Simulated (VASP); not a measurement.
Input of a VASP 6.6.1 run:

INCAR

```
SYSTEM = Ta2Si
ALGO = Fast
EDIFF = 1E-6
ENCUT = 520
GGA = PS
ISIF = 2
ISMEAR = 0
LASPH = .TRUE.
LCHARG = .FALSE.
LREAL = .FALSE.
LWAVE = .FALSE.
NBANDS = 64
NELM = 80
PREC = Accurate
SIGMA = 0.1
```

File KPOINTS:

```
k-points
0
G
  6 6 8
  0 0 0
```

Contents of POSCAR:

```
Ta2Si
1.0
    6.1367534380      0.0000000000      0.0000000000
    0.0000000000      6.1367534380      0.0000000000
    0.0000000000      0.0000000000      5.0397987246
Ta Si
8 4
Direct
    0.3369338061      0.1630661939      0.5000000000
    0.8369338061      0.3369338061      0.5000000000
    0.1630661939      0.3369338061      0.0000000000
    0.6630661939      0.1630661939      0.0000000000
    0.8369338061      0.6630661939      0.0000000000
    0.3369338061      0.8369338061      0.0000000000
    0.6630661939      0.8369338061      0.5000000000
    0.1630661939      0.6630661939      0.5000000000
    0.0000000000      0.0000000000      0.2500000000
    0.0000000000      0.0000000000      0.7500000000
    0.5000000000      0.5000000000      0.7500000000
    0.5000000000      0.5000000000      0.2500000000
```

Potentials or basis: VASP PAW PBE potentials, release 64 (Ta_pv, Si).

Run with:

```sh
$ cat potpaw_PBE.64/Ta_pv/POTCAR potpaw_PBE.64/Si/POTCAR > POTCAR
$ mpirun -np 1 vasp_std > vasp.out
```

(1) Estimate the largest force.

(2) What does it give for the band gap on the k mesh?

(3) Estimate the pressure.

## Answers

(1) 0.010 eV/Å.

(2) zero (band 52 reaches 7.76 eV, above the bottom of band 53 at 7.45 eV).

(3) 0.3 GPa.

Caveat: the PAW data sets were made with another functional, which shifts forces and pressure a little; spin-orbit coupling is left out, which moves the levels of the heavy elements.
